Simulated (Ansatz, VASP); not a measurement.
Ga: VASP beside Ansatz

File INCAR:

```
ALGO = Normal
EDIFF = 1E-7
ENCUT = 520
GGA = PE
ISIF = 2
ISMEAR = 0
LASPH = True
LCHARG = True
LELF = True
LREAL = False
LVHAR = True
LWAVE = False
NBANDS = 20
NELM = 100
PREC = Accurate
SIGMA = 0.1
```

Contents of KPOINTS:

```
k-points
0
Gamma
  6 6 4
```

File POSCAR:

```
Ga
1.0
    2.7784220849      0.0000000000      0.0000000000
    0.0000000000      3.2816087900      0.0000000000
   -1.3434310986      0.0000000000      3.9902731763
Ga
2
Direct
    0.8654037300      0.2500000000      0.2298331700
    0.1345962700      0.7500000000      0.7701668300
```

Input for Ansatz:

```yaml
crystal:
  lattice:
    - [2.7784220849, 0.0, 0.0]
    - [0.0, 3.28160879, 0.0]
    - [-1.3434310986, 0.0, 3.9902731763]
  atoms:
    - { symbol: Ga, position: [0.86540373, 0.25, 0.22983317] }
    - { symbol: Ga, position: [0.13459627, 0.75, 0.77016683] }
basis:
  ecutwfc: 420
kpoints:
  mp_grid: { grid: [6, 6, 4] }
hamiltonian:
  xc: pbe
scf:
  occupations: { method: gaussian, width: 0.1 }
output:
  forces: true
  stress: true
  eigenvalues: true
```

Alike in both runs: task single point; functional PBE; k mesh 6 × 6 × 4; occupations gaussian, width 0.1 eV; no spin polarisation.

```csv
,VASP,Ansatz
version,VASP 6.6.1,Ansatz 0.2.0
potentials or method,"VASP PAW PBE potentials, release 64 (Ga_d), cutoff 520 eV","scalar-relativistic, plane waves, PAW"
valence electrons in the cell,26,26
```

|  | VASP | Ansatz | Ansatz less VASP |
| --- | --- | --- | --- |
| gap on the k mesh at the Fermi level (eV) | none | none | - |
| pressure (GPa) | 3.1 | 3.0 | -0.11 |
| traceless stress, the component that is largest in VASP (GPa) | 1.83 | 1.81 | -0.025 |
| rms of the force components (eV/Å) | 0.010 | 0.009 | -0.0002 |

Atom by atom the forces differ by 0.001 eV/Å (rms over components). A gap of «none» marks a metal or a gap that the smearing closes. With one functional, cell and mesh, what is left measures potentials, basis and numerics.

The k mesh is coarse, so the values compare programs but aren't converged.
